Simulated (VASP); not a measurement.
BaRhO3, 5 atoms in the cell. The structure is tetragonal, space group P4/mmm (No. 123). The conventional cell has a = 4.040 Å, b = 4.040 Å, c = 4.206 Å, α = 90.00°, β = 90.00°, γ = 90.00°. Ba (site symmetry 4/mmm) has 12 O at 2.86 to 2.92 Å and 8 Rh at 3.55 Å within 3.8 Å. Within 2.7 Å of Rh (site symmetry 4/mmm) lie 6 O at 2.02 to 2.10 Å. O (site symmetry mmm) has 2 Rh at 2.02 Å within 2.7 Å. O (site symmetry 4/mmm) has 2 Rh at 2.10 Å and 4 Ba at 2.86 Å and 8 O at 2.92 Å within 3.0 Å. 

| Item | Value |
| --- | --- |
| Program | VASP 6.6.1 |
| Task | single point |
| Functional | LDA |
| Potentials or basis | VASP PAW LDA potentials, release 64 (Ba_sv, Rh_pv, O) |
| Cutoff | 520 eV |
| k mesh | 9 × 9 × 9 |
| Occupations | fermi-dirac, width 0.02 eV |
| Spin | no spin polarisation |
| Dipole correction | no |
| Further INCAR settings | ALGO = Normal; EDIFF = 1e-06; NBANDS = 30 |

Potentials or basis: VASP PAW LDA potentials, release 64 (Ba_sv, Rh_pv, O).

Launch:

```console
$ cat potpaw_LDA.64/Ba_sv/POTCAR potpaw_LDA.64/Rh_pv/POTCAR potpaw_LDA.64/O/POTCAR > POTCAR
$ mpirun -np 1 vasp_std > vasp.out
```

Hardware: 1 thread of Intel Xeon 8259CL, on a shared host.

Question: How long does it take, and how much memory?

Answer: Wall time 2.3 min on 1 thread of Intel Xeon 8259CL, on a shared host, peak memory 0.26 GiB. Counts: scf iterations 15, k points 75.
